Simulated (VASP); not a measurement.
Set up this calculation in VASP 6.6.1, as the native input.

* Task: single point
* Functional: HSE06
* Potentials or basis: VASP PAW PBE potentials, release 64 (Si, C)
* Cutoff: 520 eV
* k mesh: 6 × 6 × 6
* Occupations: gaussian, width 0.01 eV
* Spin: no spin polarisation
* Dipole correction: no
* Grid for exact exchange (PRECFOCK): Normal
* Further INCAR settings: ALGO = Normal; EDIFF = 1e-07; NBANDS = 11
* Share of exact exchange: 0.25
* Screening parameter: 0.2079 1/Å

SiC:

```
Si C
1.0
     0.00000    2.17805    2.17805
     2.17805    0.00000    2.17805
     2.17805    2.17805    0.00000
Si C
1 1
Direct
  0.00000 0.00000 0.00000
  0.25000 0.25000 0.25000
```

One way to write it, as run:

POSCAR

```
SiC
1.0
    0.0000000000      2.1780523476      2.1780523476
    2.1780523476      0.0000000000      2.1780523476
    2.1780523476      2.1780523476      0.0000000000
Si C
1 1
Direct
    0.0000000000      0.0000000000      0.0000000000
    0.2500000000      0.2500000000      0.2500000000
```

INCAR.step1

```
  PREC = Accurate
  ENCUT = 520
  EDIFF = 1E-5
  ISMEAR = 0
  SIGMA = 0.01
  LREAL = F
  LASPH = T
  NELM = 80
  ALGO = Normal
  ISIF = 2
  LWAVE = T
  LCHARG = F
  GGA = PE
  NBANDS = 11
```

INCAR.step2

```
  PREC = Accurate
  ENCUT = 520
  EDIFF = 1E-7
  ISMEAR = 0
  SIGMA = 0.01
  LREAL = F
  LASPH = T
  NELM = 80
  ALGO = Normal
  ISIF = 2
  LWAVE = F
  LCHARG = F
  GGA = PE
  LHFCALC = T
  HFSCREEN = 0.2079
  PRECFOCK = Normal
  ISTART = 1
  NBANDS = 11
```

KPOINTS

```
regular mesh
0
Gamma
  6 6 6
```

Potentials or basis: VASP PAW PBE potentials, release 64 (Si, C).

The run is started by

```bash
$ cat potpaw_PBE.64/Si/POTCAR potpaw_PBE.64/C/POTCAR > POTCAR
$ cp INCAR.step1 INCAR
$ mpirun -np 1 vasp_std > vasp.out
$ cp INCAR.step2 INCAR
$ mpirun -np 1 vasp_std > vasp.out
```

Results of the run:

The pressure is -1.5 GPa and the band gap on the k mesh is 2.23 eV (least direct gap 5.73 eV).

Caveat: the PAW data sets were made with another functional, which shifts forces and pressure a little.

Wall time 14 min on 1 thread of Intel Xeon 8259CL (shared host), peak memory 0.24 GiB.
